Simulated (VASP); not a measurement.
Input of a VASP 6.6.1 run:

Contents of INCAR:

```
SYSTEM = Mg4FeO3
ALGO = Normal
EDIFF = 1E-6
ENCUT = 600
GGA = PE
GGA_COMPAT = .FALSE.
ISIF = 2
ISMEAR = 0
ISPIN = 2
LASPH = .TRUE.
LCHARG = .FALSE.
LMAXMIX = 4
LORBIT = 11
LREAL = .FALSE.
LWAVE = .FALSE.
MAGMOM = 0 0 0 0 0 0 0 0 4 4 0 0 0 0 0 0
NBANDS = 52
NELM = 200
PREC = Accurate
SIGMA = 0.2
```

File KPOINTS:

```
k-points
0
G
  5 5 1
  0 0 0
```

The input POSCAR:

```
Mg4FeO3
1.0
    2.9681781788      0.0000000000      0.0000000000
    0.0000000000      2.9681781788      0.0000000000
    0.0000000000      0.0000000000     21.0756118295
Mg Fe O
8 2 6
Direct
    0.0000000000      0.5000000000      0.9489688863
    0.5000000000      0.0000000000      0.8472585769
    0.0000000000      0.5000000000      0.7430527154
    0.5000000000      0.0000000000      0.0510311137
    0.0000000000      0.5000000000      0.1527414231
    0.5000000000      0.0000000000      0.2569472846
    0.0000000000      0.5000000000      0.5602371007
    0.5000000000      0.0000000000      0.4397628993
    0.5000000000      0.0000000000      0.6457611037
    0.0000000000      0.5000000000      0.3542388963
    0.0000000000      0.5000000000      0.8468244046
    0.5000000000      0.0000000000      0.9490490558
    0.5000000000      0.0000000000      0.7461572310
    0.5000000000      0.0000000000      0.1531755954
    0.0000000000      0.5000000000      0.0509509442
    0.0000000000      0.5000000000      0.2538427690
```

Potentials or basis: VASP PAW PBE potentials, release 64 (Mg, Fe, O).

Command:

```console
$ cat potpaw_PBE.64/Mg/POTCAR potpaw_PBE.64/Fe/POTCAR potpaw_PBE.64/O/POTCAR > POTCAR
$ mpirun -np 1 vasp_std > vasp.out
```

(1) Estimate the pressure.

(2) What does it give for the site moments?

(3) Estimate the net moment.

(4) Estimate the largest force.

Answers

(1) -0.8 GPa.

(2) Mg -0.00, +0.00, -0.01, -0.03 (each value once); Fe +2.70; O +0.00, +0.03 (each value once) μB.

(3) 5.14 μB per cell.

(4) 0.026 eV/Å.

Caveat: the k points lie up to 0.42 Å⁻¹ apart; only a ferromagnetic start was run, and an antiferromagnetic order may lie lower in energy.
